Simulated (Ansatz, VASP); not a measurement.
SnSe in VASP and in Ansatz

INCAR

```
SYSTEM = SnSe
  ALGO = Normal
  EDIFF = 1E-7
  ENCUT = 520
  GGA = CA
  ISIF = 2
  ISMEAR = 0
  LASPH = .TRUE.
  LCHARG = .FALSE.
  LREAL = .FALSE.
  LWAVE = .FALSE.
  NBANDS = 28
  NELM = 100
  PREC = Accurate
  SIGMA = 0.05
```

Contents of KPOINTS:

```
k-points
0
G
  6 6 4
  0 0 0
```

Contents of POSCAR:

```
SnSe
1.0
    4.3496073304      0.0000000000      0.0000000000
    0.0000000000      4.3496073304      0.0000000000
    0.0000000000      0.0000000000     10.9906921300
Sn Se
2 2
Direct
    0.5000000000      0.0000000000      0.3722291100
    0.0000000000      0.5000000000      0.6277708900
    0.5000000000      0.0000000000      0.6160394900
    0.0000000000      0.5000000000      0.3839605100
```

Input for Ansatz:

```yaml
crystal:
  lattice:
    - [4.3496073304, 0.0, 0.0]
    - [0.0, 4.3496073304, 0.0]
    - [0.0, 0.0, 10.99069213]
  atoms:
    - { symbol: Sn, position: [0.5, 0.0, 0.37222911] }
    - { symbol: Sn, position: [0.0, 0.5, 0.62777089] }
    - { symbol: Se, position: [0.5, 0.0, 0.61603949] }
    - { symbol: Se, position: [0.0, 0.5, 0.38396051] }
basis:
  ecutwfc: 420
kpoints:
  mp_grid: { grid: [6, 6, 4] }
hamiltonian:
  xc: lda
scf:
  occupations: { method: gaussian, width: 0.05 }
output:
  forces: true
  stress: true
  eigenvalues: true
```

Change from the starting cell: strain +0.0150 x Voigt [1, 1, 0, 0, 0, 0], atoms carried along.

Alike in both runs: task single point; functional LDA; k mesh 6 × 6 × 4; occupations gaussian, width 0.05 eV; no spin polarisation.

|  | VASP | Ansatz |
| --- | --- | --- |
| version | VASP 6.6.1 | Ansatz 0.2.0 |
| potentials or method | VASP PAW LDA potentials, release 64 (Sn_d, Se), cutoff 520 eV | scalar-relativistic, plane waves, PAW |
| valence electrons in the cell | 40 | 60 |

```csv
,VASP,Ansatz,Ansatz less VASP
gap on the k mesh at the Fermi level (eV),1.45,1.46,+0.012
least direct gap on the mesh (eV),1.45,1.46,+0.012
rms of the force components (eV/Å),0.125,0.137,+0.0115
```

LDA's correlation is that of Perdew and Zunger in VASP and of Perdew and Wang (1992) in Ansatz. Atom by atom the forces differ by 0.013 eV/Å (rms over components). VASP's potentials hold 40 valence electrons a cell and Ansatz's 60, so a difference there can come from the potentials and not from the codes.
